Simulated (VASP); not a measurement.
GaN: single point with PBE

The system is GaN.

```
Ga N
1.0
    -0.01844    2.24895    2.24895
     2.24895   -0.01844    2.24895
     2.23051    2.23051    0.00000
Ga N
1 1
Cartesian
  0.0000 0.0000 -0.0053
  1.1153 1.1153 1.1298
```

This cell differs from its parent crystal: shear xy strain -1.6%.

| Property | Result |
| --- | --- |
| Program | VASP 6.6.1 |
| Task | single point |
| Functional | PBE |
| Potentials or basis | VASP PAW PBE potentials, release 64 (Ga_d, N) |
| Cutoff | 520 eV |
| k mesh | 10 × 10 × 10 |
| Occupations | fermi-dirac, width 0.02 eV |
| Spin | no spin polarisation |

| Quantity | Value |
| --- | --- |
| Pressure | 6.3 GPa |
| Largest force | 0.011 eV/Å |
| Band gap on the k mesh | 1.70 eV, direct |

Forces on the atoms (eV/Å):
```
Ga   0.000  0.000 -0.011
N    0.000  0.000  0.011
```

Stress tensor (GPa, compression positive):
```
6.30 2.54 0.00
2.54 6.30 0.00
0.00 0.00 6.28
```

Levels at points of the mesh, in eV from the valence-band top:
```csv
k point,band 6,band 7,band 8,band 9,band 10,band 11,band 12,band 13
"(0.00, 0.00, 0.00)",-13.18,-0.11,-0.06,0.00,1.70,10.10,10.29,10.47
"(0.50, 0.00, 0.00)",-11.96,-7.16,-1.02,-0.96,4.70,8.67,10.40,10.47
"(0.50, 0.50, 0.00)",-11.51,-6.20,-2.89,-2.66,3.29,6.66,11.70,13.90
"(0.00, 0.00, 0.50)",-11.90,-7.10,-1.09,-1.04,4.55,8.73,10.23,10.30
"(0.50, 0.00, 0.50)",-11.51,-6.20,-2.78,-2.78,3.30,6.65,11.68,13.97
```

Wall time 46 s on 1 thread of Intel(R) Xeon(R) Platinum 8259CL CPU @ 2.50GHz (Skylake/Cascade Lake) (shared host), peak memory 0.18 GiB.

Caveat: the cell differs from its parent crystal (shear xy strain -1.6%).
